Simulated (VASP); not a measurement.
A run of VASP 6.6.1 is set up as follows.

File POSCAR:

```
Pd
1.0
   -1.5929712806      1.5929712806      1.5929712806
    1.5929712806     -1.5929712806      1.5929712806
    1.5929712806      1.5929712806     -1.5929712806
Pd
1
Direct
    0.0000000000      0.0000000000      0.0000000000
```

INCAR.step1

```
PREC = Accurate
ENCUT = 520
ISMEAR = -1
SIGMA = 0.05
LREAL = F
LASPH = T
NELM = 80
NBANDS = 11
GGA = PE
ALGO = Normal
EDIFF = 1E-4
LWAVE = T
LCHARG = F
```

File INCAR.step2:

```
PREC = Accurate
ENCUT = 520
EDIFF = 1E-6
ISMEAR = -1
SIGMA = 0.05
LREAL = F
LASPH = T
NELM = 80
ALGO = Normal
ISIF = 2
LWAVE = F
LCHARG = F
METAGGA = R2SCAN
LMIXTAU = T
NBANDS = 11
ISTART = 1
```

The input KPOINTS:

```
regular mesh
0
Gamma
  12 12 12
```

Potentials or basis: VASP PAW PBE potentials, release 64 (Pd).

Command:

```sh
$ cat potpaw_PBE.64/Pd/POTCAR > POTCAR
$ cp INCAR.step1 INCAR
$ mpirun -np 1 vasp_std > vasp.out
$ cp INCAR.step2 INCAR
$ mpirun -np 1 vasp_std > vasp.out
```

Problem. Estimate the pressure.

Solution. -10.4 GPa.

Problem. Predict the band gap on the k mesh.

Solution. Zero (band 5 reaches 8.69 eV, above the bottom of band 6 at 7.15 eV).

Caveat: the PAW data sets were made with another functional, which shifts forces and pressure a little.
